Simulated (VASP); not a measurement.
Input of a VASP 6.6.1 run:

File INCAR:

```
SYSTEM = InPd
ALGO = Normal
EDIFF = 1E-8
ENCUT = 520
ISIF = 2
ISMEAR = -1
LASPH = .True.
LCHARG = .False.
LEFG = .True.
LREAL = .False.
LWAVE = .False.
NBANDS = 18
NELM = 100
PREC = Accurate
SIGMA = 0.03
```

File KPOINTS:

```
k-points
0
Gamma
  13 13 13
  0 0 0
```

The input POSCAR:

```
InPd
1.0
    3.2056610580      0.0000000000      0.0000000000
    0.0000000000      3.2056610580      0.0000000000
    0.0000000000      0.0000000000      3.2056610580
In Pd
1 1
Direct
    0.0000000000      0.0000000000      0.0000000000
    0.5000000000      0.5000000000      0.5000000000
```

Potentials or basis: VASP PAW LDA potentials, release 64 (In_d, Pd).

Run with:

```console
$ cat potpaw_LDA.64/In_d/POTCAR potpaw_LDA.64/Pd/POTCAR > POTCAR
$ mpirun -np 1 vasp_std > vasp.out
```

(1) Predict the pressure.

Results:

(1) 1.8 GPa.

Caveat: without QUAD_EFG the Cq values of the log hold for a quadrupole moment of 1 mb, not for the nuclei.
